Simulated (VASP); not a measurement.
**TiO2: single point with r2SCAN+U**

TiO2:

```xyz
12
Lattice="4.5108 0.0000 0.0000 0.0000 5.4541 0.0000 0.0000 0.0000 4.9768" Properties=species:S:1:pos:R:3 pbc="T T T"
Ti    2.2554    3.6465    3.7326
Ti    0.0000    4.5346    1.2442
Ti    2.2554    1.8076    1.2442
Ti    0.0000    0.9195    3.7326
O     3.2820    3.3617    0.4029
O     1.0266    4.8194    4.5740
O     3.4842    4.8194    2.8913
O     1.2288    3.3617    2.0856
O     3.2820    2.0924    2.8913
O     1.0266    0.6347    2.0856
O     3.4842    0.6347    0.4029
O     1.2288    2.0924    4.5740
```

This cell differs from its parent crystal: biaxial strain in the a-b plane: -1.0 %.

| Quantity | Value |
| --- | --- |
| Program | VASP 6.6.1 |
| Task | single point |
| Functional | r2SCAN |
| Potentials or basis | VASP PAW PBE potentials, release 64 (Ti_sv, O) |
| Cutoff | 520 eV |
| k mesh | 6 × 4 × 6 |
| Occupations | gaussian, width 0.02 eV |
| Spin | no spin polarisation |
| Hubbard terms | Ti d U = 4.0 eV |

```yaml
Pressure: 9.5 GPa
Largest_force: 0.390 eV/Å
Band_gap_on_the_k_mesh: 3.50 eV (least direct gap 3.58 eV)
```

Forces on the atoms (eV/Å):
```
Ti   0.000 -0.390  0.000
Ti   0.000  0.390  0.000
Ti   0.000  0.390  0.000
Ti   0.000 -0.390  0.000
O   -0.002 -0.186 -0.046
O   -0.002  0.186  0.046
O    0.002  0.186 -0.046
O    0.002 -0.186  0.046
O   -0.002  0.186 -0.046
O   -0.002 -0.186  0.046
O    0.002 -0.186 -0.046
O    0.002  0.186  0.046
```

Stress tensor (GPa, compression positive):
```
10.99  0.00  0.00
 0.00 10.34  0.00
 0.00  0.00  7.10
```

Levels at points of the mesh, in eV from the valence-band top:
| k point | band 44 | band 45 | band 46 | band 47 | band 48 | band 49 | band 50 | band 51 | band 52 | band 53 |
| --- | --- | --- | --- | --- | --- | --- | --- | --- | --- | --- |
| (0.00, 0.00, 0.00) | -0.65 | -0.48 | -0.43 | -0.08 | 0.00 | 3.58 | 3.59 | 3.59 | 3.74 | 3.79 |
| (0.50, 0.00, 0.00) | -1.42 | -0.42 | -0.42 | -0.30 | -0.30 | 3.97 | 3.97 | 4.15 | 4.15 | 4.45 |
| (0.00, 0.50, 0.00) | -1.45 | -1.29 | -1.29 | -0.21 | -0.21 | 3.71 | 3.71 | 4.08 | 4.08 | 4.20 |
| (0.50, 0.50, 0.00) | -1.17 | -0.67 | -0.67 | -0.40 | -0.40 | 3.82 | 3.82 | 3.90 | 3.90 | 4.03 |
| (0.00, 0.00, 0.50) | -0.95 | -0.46 | -0.46 | -0.35 | -0.35 | 3.50 | 3.50 | 3.94 | 3.94 | 4.30 |
| (0.50, 0.00, 0.50) | -1.35 | -0.50 | -0.50 | -0.50 | -0.50 | 3.86 | 3.86 | 3.86 | 3.86 | 4.40 |
| (0.00, 0.50, 0.50) | -1.87 | -0.52 | -0.52 | -0.52 | -0.52 | 3.84 | 3.84 | 3.84 | 3.84 | 4.58 |
| (0.50, 0.50, 0.50) | -1.35 | -0.86 | -0.86 | -0.86 | -0.86 | 3.81 | 3.81 | 3.81 | 3.81 | 4.29 |

Eigenvalues of the final occupation matrices:
```tsv
site	spin	trace	eigenvalues
site 1 d	1	0.77	0.08 0.09 0.10 0.25 0.25
site 1 d	2	0.77	0.08 0.09 0.10 0.25 0.25
site 2 d	1	0.77	0.08 0.09 0.10 0.25 0.25
site 2 d	2	0.77	0.08 0.09 0.10 0.25 0.25
site 3 d	1	0.77	0.08 0.09 0.10 0.25 0.25
site 3 d	2	0.77	0.08 0.09 0.10 0.25 0.25
site 4 d	1	0.77	0.08 0.09 0.10 0.25 0.25
site 4 d	2	0.77	0.08 0.09 0.10 0.25 0.25
```

Wall time 49 min on 1 thread of Oxide Virtual Turin-like Processor, with other jobs on the host, peak memory 0.38 GiB.

Caveat: the cell differs from its parent crystal (biaxial strain in the a-b plane: -1.0 %); the cell stands under pressure; the PAW data sets were made with another functional, which shifts forces and pressure a little. A k mesh can miss the band edges.
